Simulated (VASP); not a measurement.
Write the native input for VASP 6.6.1 that does the following.

```
Task                    : single point
Functional              : PBE
Potentials or basis     : VASP PAW PBE potentials, release 64 (Sb, Cu, Sr_sv)
Cutoff                  : 520 eV
k mesh                  : 8 × 8 × 4
Occupations             : fermi-dirac, width 0.0736 eV
Spin                    : no spin polarisation
Dipole correction       : no
k mesh for the DOS      : 12 × 12 × 6
Occupations for the DOS : tetrahedron
Further INCAR settings  : ALGO = Normal; EDIFF = 1e-06; NBANDS = 32
```

The system is Sr2CuSb3.

```
Sb Cu Sr
1.0
     4.15736    0.00000    0.00000
     0.00000    4.15736    0.00000
     0.00000    0.00000    9.11139
Sb Cu Sr
3 1 2
Direct
  0.50000 0.50000 0.00000
  0.00000 0.50000 0.38200
  0.50000 0.00000 0.61800
  0.00000 0.00000 0.00000
  0.00000 0.50000 0.73400
  0.50000 0.00000 0.26600
```

These files were run (other wordings do the same):

POSCAR

```
Sr2CuSb3
1.0
    4.1573560000      0.0000000000      0.0000000000
    0.0000000000      4.1573560000      0.0000000000
    0.0000000000      0.0000000000      9.1113900000
Sb Cu Sr
3 1 2
Direct
    0.5000000000      0.5000000000      0.0000000000
    0.0000000000      0.5000000000      0.3820000000
    0.5000000000      0.0000000000      0.6180000000
    0.0000000000      0.0000000000      0.0000000000
    0.0000000000      0.5000000000      0.7340000000
    0.5000000000      0.0000000000      0.2660000000
```

INCAR.step1

```
PREC = Accurate
ENCUT = 520
EDIFF = 1E-6
ISMEAR = -1
SIGMA = 0.0736
LREAL = F
LASPH = T
NELM = 100
ALGO = Normal
ISIF = 2
LWAVE = F
LCHARG = T
LMAXMIX = 4
GGA = PE
NBANDS = 32
```

KPOINTS.step1

```
Automatic mesh
0
Gamma
  8 8 4
```

INCAR.step2

```
PREC = Accurate
ENCUT = 520
EDIFF = 1E-6
ISMEAR = -5
SIGMA = 0.0736
LREAL = F
LASPH = T
NELM = 100
ALGO = Normal
ISIF = 2
LWAVE = F
LCHARG = F
LMAXMIX = 4
GGA = PE
LORBIT = 11
NBANDS = 32
NEDOS = 2001
ICHARG = 11
```

KPOINTS.step2

```
Automatic mesh
0
Gamma
  12 12 6
```

Potentials or basis: VASP PAW PBE potentials, release 64 (Sb, Cu, Sr_sv).

The run is started by

```sh
$ cat potpaw_PBE.64/Sb/POTCAR potpaw_PBE.64/Cu/POTCAR potpaw_PBE.64/Sr_sv/POTCAR > POTCAR
$ cp INCAR.step1 INCAR
$ cp KPOINTS.step1 KPOINTS
$ mpirun -np 1 vasp_std > vasp.out
$ cp INCAR.step2 INCAR
$ cp KPOINTS.step2 KPOINTS
$ mpirun -np 1 vasp_std > vasp.out
```

It gave:

```
Valence electrons inside the program's atomic spheres : Sb 2.44, 2.47 (each value once); Cu 9.84; Sr 8.16
```

Run time: 6.6 min on 1 thread of Intel(R) Xeon(R) 6975P-C (Granite Rapids) (shared host), peak memory 0.65 GiB.
